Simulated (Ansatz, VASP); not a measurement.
Mg in VASP and in Ansatz

Contents of INCAR:

```
SYSTEM = Mg
  PREC = Accurate
  ENCUT = 600
  EDIFF = 1E-7
  ISMEAR = -1
  SIGMA = 0.1
  LREAL = .FALSE.
  LASPH = .TRUE.
  NELM = 80
  ALGO = Normal
  ISIF = 3
  LWAVE = .FALSE.
  LCHARG = .FALSE.
  GGA = PS
  IBRION = 2
  NSW = 80
  EDIFFG = -0.01
```

File KPOINTS:

```
regular mesh
0
G
  7 7 10
  0 0 0
```

The input POSCAR:

```
Mg
1.0
    5.0827995274      0.0000000000      0.0000000000
   -2.5413997637      4.4018335130      0.0000000000
    0.0000000000      0.0000000000      3.1157561103
Mg
3
Direct
    0.0000000000      0.0000000000      0.0000000000
    0.3333333333      0.6666666667      0.5000000000
    0.6666666667      0.3333333333      0.5000000000
```

Input for Ansatz:

```yaml
crystal:
  lattice:
    - [5.0827995274, 0.0, 0.0]
    - [-2.5413997637, 4.401833513, 0.0]
    - [0.0, 0.0, 3.1157561103]
  atoms:
    - { symbol: Mg, position: [0.0, 0.0, 0.0] }
    - { symbol: Mg, position: [0.3333333333, 0.6666666667, 0.5] }
    - { symbol: Mg, position: [0.6666666667, 0.3333333333, 0.5] }
hamiltonian:
  xc: pbesol
  pseudopotentials:
    kind: paw
    azcp:
      Mg: "pseudopotentials/Mg.paw.azcp"
basis:
  ecutwfc: 420
  fft_grid_basis: typed
kpoints:
  mp_grid: { grid: [7, 7, 10], shift: [0, 0, 0] }
magnetization:
  spin_polarized: false
scf:
  occupations: { method: fermi_dirac, width: 0.1 }
relax:
  max_steps: 60
  f_tol: 0.01
  cell: {}
output:
  write_density: true
  write_potential: true
  elf: true
  volumetric_format: npy
```

Alike in both runs: task relaxation of cell and atoms; functional PBEsol; k mesh 7 × 7 × 10; occupations fermi-dirac, width 0.1 eV; no spin polarisation.

|  | VASP | Ansatz |
| --- | --- | --- |
| version | VASP 6.6.1 | Ansatz 0.2.0 |
| potentials or method | VASP PAW PBE potentials, release 64 (Mg), cutoff 600 eV | plane waves (420 eV) with PAW, scalar-relativistic |
| valence electrons in the cell | 6 | 30 |

```tsv
	VASP	Ansatz	Ansatz less VASP
relaxed volume (Å³/atom)	22.79	22.84	+0.044
relaxed cell length with the largest relative difference (Å)	5.068	5.073	+0.0049
```

VASP's potentials were made for PBE, not for PBEsol, and Ansatz warns of the same on its side. VASP's potentials hold 6 valence electrons a cell and Ansatz's 30, so a difference there can come from the potentials and not from the codes.
